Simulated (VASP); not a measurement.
Wanted: the native input for a VASP 6.6.1 run.

| Item | Value |
| --- | --- |
| Task | single point |
| Functional | r2SCAN |
| Potentials or basis | VASP PAW PBE potentials, release 64 (O, Cd, La, Ti_sv) |
| Cutoff | 660 eV |
| k mesh | 9 × 9 × 3 |
| Occupations | methfessel-paxton, width 0.1264 eV |
| Spin | no spin polarisation |
| Dipole correction | no |
| Further INCAR settings | ALGO = Normal; EDIFF = 1e-06; NBANDS = 72 |

Crystal: LaTiCdO4.

```
CELL_PARAMETERS angstrom
3.83853 0.00000 0.00000
0.00000 3.83853 0.00000
0.00000 0.00000 13.59905
ATOMIC_POSITIONS crystal
O 0.00000 0.00000 0.24100
O 0.50000 0.50000 0.24100
O 0.50000 0.50000 0.75900
O 0.00000 0.00000 0.75900
O 0.00000 0.50000 0.07700
O 0.50000 0.00000 0.92300
O 0.00000 0.50000 0.40400
O 0.50000 0.00000 0.59600
Cd 0.00000 0.50000 0.58060
Cd 0.50000 0.00000 0.41940
La 0.00000 0.50000 0.89080
La 0.50000 0.00000 0.10920
Ti 0.00000 0.50000 0.27600
Ti 0.50000 0.00000 0.72400
```

These files were run (other wordings do the same):

POSCAR

```
LaTiCdO4
1.0
    3.8385265600      0.0000000000      0.0000000000
    0.0000000000      3.8385265600      0.0000000000
    0.0000000000      0.0000000000     13.5990484800
O Cd La Ti
8 2 2 2
Direct
    0.0000000000      0.0000000000      0.2410000000
    0.5000000000      0.5000000000      0.2410000000
    0.5000000000      0.5000000000      0.7590000000
    0.0000000000      0.0000000000      0.7590000000
    0.0000000000      0.5000000000      0.0770000000
    0.5000000000      0.0000000000      0.9230000000
    0.0000000000      0.5000000000      0.4040000000
    0.5000000000      0.0000000000      0.5960000000
    0.0000000000      0.5000000000      0.5806000000
    0.5000000000      0.0000000000      0.4194000000
    0.0000000000      0.5000000000      0.8908000000
    0.5000000000      0.0000000000      0.1092000000
    0.0000000000      0.5000000000      0.2760000000
    0.5000000000      0.0000000000      0.7240000000
```

INCAR.step1

```
SYSTEM = LaTiCdO4
PREC = Accurate
ENCUT = 660
ISMEAR = 1
SIGMA = 0.1264
LREAL = .FALSE.
LASPH = .TRUE.
NELM = 200
NBANDS = 72
GGA = PE
ALGO = Normal
EDIFF = 1E-5
LWAVE = .TRUE.
LCHARG = .FALSE.
GGA_COMPAT = .FALSE.
LMAXMIX = 6
KPAR = 4
```

INCAR.step2

```
SYSTEM = LaTiCdO4
PREC = Accurate
ENCUT = 660
EDIFF = 1E-6
ISMEAR = 1
SIGMA = 0.1264
LREAL = .FALSE.
LASPH = .TRUE.
NELM = 200
ALGO = Normal
ISIF = 2
LWAVE = .FALSE.
LCHARG = .FALSE.
METAGGA = R2SCAN
LMIXTAU = .TRUE.
NBANDS = 72
ISTART = 1
GGA_COMPAT = .FALSE.
LMAXMIX = 6
KPAR = 4
```

KPOINTS

```
Automatic mesh
0
G
  9 9 3
  0 0 0
```

Potentials or basis: VASP PAW PBE potentials, release 64 (O, Cd, La, Ti_sv).

Launch:

```bash
$ cat potpaw_PBE.64/O/POTCAR potpaw_PBE.64/Cd/POTCAR potpaw_PBE.64/La/POTCAR potpaw_PBE.64/Ti_sv/POTCAR > POTCAR
$ cp INCAR.step1 INCAR
$ mpirun -np 4 vasp_std > vasp.out
$ cp INCAR.step2 INCAR
$ mpirun -np 4 vasp_std > vasp.out
```

It gave:

| Property | Result |
| --- | --- |
| Pressure | -5.4 GPa |
| Largest force | 1.781 eV/Å |
| Band gap on the k mesh | zero (bands 59 and 60 overlap by 0.75 eV) |

Caveat: the cell stands under tension; the PAW data sets were made with another functional, which shifts forces and pressure a little; spin-orbit coupling is left out, which moves the levels of the heavy elements; semilocal functionals often make such compounds metallic where correlation or magnetic order opens a gap, which also shifts bond lengths.

Run time: 16 min on 4 MPI ranks on Intel(R) Xeon(R) Platinum 8488C (Sapphire Rapids) (shared host), peak memory 0.78 GiB a rank.
